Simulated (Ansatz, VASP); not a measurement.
## One calculation of SrFeO4, two programs

```
Sr Fe O
1.0
     3.59191    0.00000    0.00000
    -1.79595    3.11068    0.00000
     0.00000    0.00000    6.07781
Sr Fe O
1 1 4
Direct
  0.00000 0.00000 0.00000
  0.00000 0.00000 0.50000
  0.33333 0.66667 0.28327
  0.33333 0.66667 0.71673
  0.66667 0.33333 0.71673
  0.66667 0.33333 0.28327
```

Alike in both runs: functional PBE; k mesh 6 × 6 × 4; occupations gaussian, width 0.1 eV; collinear spin.

Ansatz relaxed the structure, and its values are those at the end. VASP's run is a single point on that final structure, the one shown.

|  | VASP | Ansatz |
| --- | --- | --- |
| version | VASP 6.6.1 | Ansatz 0.2.0 |
| potentials or method | VASP PAW PBE potentials, release 64 (Sr_sv, Fe, O), cutoff 520 eV | scalar-relativistic, plane waves, PAW |
| valence electrons in the cell | 42 | 50 |

VASP gave:

| Quantity | Value |
| --- | --- |
| gap on the k mesh at the Fermi level (eV) | none |
| pressure (GPa) | 0.2 |
| net moment per atom (μB) | 0.71 |
| size of the moment on the site where the two differ most (μB) | 3.67 |

What did Ansatz give for the same quantities?

gap on the k mesh at the Fermi level (eV): none; pressure (GPa): 0.0; net moment per atom (μB): 0.71; size of the moment on the site where the two differ most (μB): 3.67.

Site moments also hang on the region over which each program counts them. A gap of «none» marks a metal or a gap that the smearing closes. VASP's potentials hold 42 valence electrons a cell and Ansatz's 50, so a difference there can come from the potentials and not from the codes. Ansatz's warnings: seeded moment not kept.
